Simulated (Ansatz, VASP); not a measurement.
## TePb: VASP beside Ansatz

```
CELL_PARAMETERS angstrom
0.00000 3.28499 3.28499
3.28499 0.00000 3.28499
3.28499 3.28499 0.00000
ATOMIC_POSITIONS crystal
Pb 0.00000 0.00000 0.00000
Te 0.50000 0.50000 0.50000
```

Alike in both runs: functional PBE; k mesh 8 × 8 × 8; occupations gaussian, width 0.02 eV; no spin polarisation.

Ansatz relaxed the structure, and its values are those at the end. VASP's run is a single point on that final structure, the one shown.

|  | VASP | Ansatz |
| --- | --- | --- |
| version | VASP 6.6.1 | Ansatz 0.2.0 |
| potentials or method | VASP PAW PBE potentials, release 64 (Pb_d, Te), cutoff 500 eV | scalar-relativistic, plane waves, PAW |
| valence electrons in the cell | 20 | 30 |

|  | VASP | Ansatz | Ansatz less VASP |
| --- | --- | --- | --- |
| gap on the k mesh at the Fermi level (eV) | 0.83 | 0.83 | +0.002 |
| least direct gap on the mesh (eV) | 0.83 | 0.83 | +0.002 |
| pressure (GPa) | -0.1 | 0.0 | +0.06 |

VASP's potentials hold 20 valence electrons a cell and Ansatz's 30, so a difference there can come from the potentials and not from the codes.

Neither program's run includes spin-orbit coupling.
